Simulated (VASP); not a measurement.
# PtSe (Fm-3m) in VASP: a series of runs, part 2 of 3

VASP 6.6.1. The steps go on from the part before.

### Step 3. Single point, PBE+U

This run uses another cell than the first one, of 18.62 Å³/atom, 1.002 times its volume.

The input, INCAR:

```
ALGO = Normal
EDIFF = 1E-6
ENCUT = 520
GGA = PE
ISIF = 2
ISMEAR = -1
LASPH = True
LCHARG = False
LDAU = True
LDAUJ = 0 0
LDAUL = 2 -1
LDAUPRINT = 1
LDAUTYPE = 2
LDAUU = 6 0
LMAXMIX = 4
LREAL = False
LWAVE = False
NBANDS = 15
NELM = 150
PREC = Accurate
SIGMA = 0.05
```

The input, KPOINTS:

```
k-points
0
Gamma
  8 8 8
```

The input, POSCAR:

```
PtSe
1.0
    0.0000000000      2.6505524691      2.6505524691
    2.6505524691      0.0000000000      2.6505524691
    2.6505524691      2.6505524691      0.0000000000
Pt Se
1 1
Direct
    0.5000000000      0.5000000000      0.5000000000
    0.0000000000      0.0000000000      0.0000000000
```

Potentials or basis: VASP PAW PBE potentials, release 64 (Pt, Se).

On the command line:

```sh
$ cat potpaw_PBE.64/Pt/POTCAR potpaw_PBE.64/Se/POTCAR > POTCAR
$ mpirun -np 1 vasp_std > vasp.out
```

OUTCAR:

```text
EDIFF = 1E-6
   ENCUT = 520
   GGA = PE
   ISIF = 2
   ISMEAR = -1
   LASPH = True
   LREAL = False
   NELM = 150
   PREC = Accurate

 ion  position               nearest neighbor table
   1  0.500  0.500  0.500-   2 2.65   2 2.65   2 2.65   2 2.65   2 2.65   2 2.65
   2  0.000  0.000  0.000-   1 2.65   1 2.65   1 2.65   1 2.65   1 2.65   1 2.65

  LATTYP: Found a face centered cubic cell.
 ALAT       =     5.3011049382

  Lattice vectors:

 A1 = (   0.0000000000,   2.6505524691,   2.6505524691)
 A2 = (   2.6505524691,   0.0000000000,   2.6505524691)
 A3 = (   2.6505524691,   2.6505524691,   0.0000000000)

Analysis of symmetry for initial positions (statically):
=====================================================================
 Subroutine PRICEL returns:
 Original cell was already a primitive cell.

 Routine SETGRP: Setting up the symmetry group for a
 face centered cubic supercell.

 Subroutine GETGRP returns: Found 48 space group operations
 (whereof 48 operations were pure point group operations)
 out of a pool of 48 trial point group operations.

The static configuration has the point symmetry O_h .

Analysis of symmetry for dynamics (positions and initial velocities):
[... 202 lines left out ...]
 k-point     1 :       0.0000    0.0000    0.0000
  band No.  band energies     occupation
      1      -7.9174      2.00000
      2       2.4073      2.00000
      3       2.4073      2.00000
      4       2.4073      2.00000
      5       3.2967      2.00000
      6       3.2967      2.00000
      7       5.7747      2.00000
      8       5.7747      2.00000
      9       5.7747      2.00000
     10       8.7360      0.00000
     11      17.2663      0.00000
     12      18.0089      0.00000
     13      18.0089      0.00000
     14      18.0089      0.00000
[... 401 lines left out ...]
      2       0.1135      2.00000
      3       1.3544      2.00000
      4       1.4917      2.00000
      5       3.3224      2.00000
      6       3.4611      2.00000
      7       4.0557      2.00000
      8       7.0789      0.02498
      9       7.7408      0.00000
     10      12.5300      0.00000
     11      12.7522      0.00000
     12      15.8598      0.00000
     13      16.3117      0.00000
     14      19.9630      0.00000
     15      21.6424      0.00000

 [... further k-points ...]
[... 5 lines left out ...]
  --------------------------------------------------------------------------------------
  -------------------------------------------------------------------------------------
  Total       -1.3650190     -1.3650190     -1.3650190      0.0000000     -0.0000000      0.0000000
  in kB      -58.7232464    -58.7232464    -58.7232464      0.0000000     -0.0000000      0.0000000
  external PRESSURE =     -58.7232464 kB  Pullay stress =       0.0000000 kB

 VOLUME and BASIS-vectors are now :
 -----------------------------------------------------------------------------
  energy-cutoff  :      520.00
  volume of cell :       37.24
      direct lattice vectors                 reciprocal lattice vectors
     0.000000000  2.650552469  2.650552469    -0.188639918  0.188639918  0.188639918
     2.650552469  0.000000000  2.650552469     0.188639918 -0.188639918  0.188639918
     2.650552469  2.650552469  0.000000000     0.188639918  0.188639918 -0.188639918

 POSITION                                       TOTAL-FORCE (eV/Angst)
 -----------------------------------------------------------------------------------
      2.65055      2.65055      2.65055        -0.000000      0.000000      0.000000
      0.00000      0.00000      0.00000         0.000000     -0.000000     -0.000000
 -----------------------------------------------------------------------------------
    total drift:                                0.000000      0.000000      0.000000

  FREE ENERGIE OF THE ION-ELECTRON SYSTEM (eV)
  ---------------------------------------------------
  free  energy   TOTEN  =        -5.9902801613 eV

  energy  without entropy=       -5.9832143933  energy(sigma->0) =       -5.98674728
```

It took 30 s on 1 thread of Intel Xeon 8259CL, shared host; peak memory 0.17 GiB.

Results:

| Property | Result |
| --- | --- |
| Free energy | -5.9903 eV |
| Pressure | -5.9 GPa |
| Band gap on the k mesh | zero (band 8 reaches 9.61 eV, above the bottom of band 9 at 5.25 eV) |

Levels at points of the mesh, in eV from the Fermi level:
```csv
k point,band 6,band 7,band 8,band 9,band 10,band 11
"(0.00, 0.00, 0.00)",-3.56,-1.09,-1.09,-1.09,1.88,10.41
"(0.50, 0.00, 0.00)",-3.48,-2.72,2.75,2.75,3.86,6.85
"(0.50, 0.50, 0.00)",-3.11,-2.71,-2.71,-1.52,0.67,8.12
```

Eigenvalues of the final occupation matrices:
| site | spin | trace | eigenvalues |
| --- | --- | --- | --- |
| site 1 d | 1 | 4.39 | 0.78 0.78 0.95 0.95 0.95 |
| site 1 d | 2 | 4.39 | 0.78 0.78 0.95 0.95 0.95 |

Caveat: spin-orbit coupling is left out, which moves the levels of the heavy elements; U without spin polarisation on a metal has little footing.

[end of part 2 of 3]
